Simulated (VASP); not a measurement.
# KRh: single point with PBE

KRh:

```
K Rh
1.0
     3.97830    0.00000    0.00000
     0.00000    3.97830    0.00000
     0.00000    0.00000    3.97830
K Rh
1 1
Direct
  0.00000 0.00000 0.00000
  0.50000 0.50000 0.50000
```

```json
{
 "Program": "VASP 6.6.1",
 "Task": "single point",
 "Functional": "PBE",
 "Potentials or basis": "VASP PAW PBE potentials, release 64 (K_sv, Rh_pv)",
 "Cutoff": "520 eV",
 "k mesh": "7 × 7 × 7",
 "Occupations": "fermi-dirac, width 0.05 eV",
 "Spin": "no spin polarisation",
 "Dipole correction": "no",
 "Further INCAR settings": "ALGO = Fast; EDIFF = 1e-07; NBANDS = 19"
}
```

```yaml
Pressure: -3.6 GPa
Band_gap_on_the_k_mesh: zero (bands 12 and 13 overlap by 0.25 eV)
```

Levels at points of the mesh, in eV from the Fermi level:
```
           k point  band 9  band 10  band 11  band 12  band 13  band 14  band 15  band 16
(0.00, 0.00, 0.00)   -0.91    -0.91    -0.05    -0.05    -0.05     5.78     5.78     7.47
```

It took 36 s on 1 thread of Intel Xeon 8259CL (shared host), peak memory 0.17 GiB.

Caveat: the cell stands under tension.
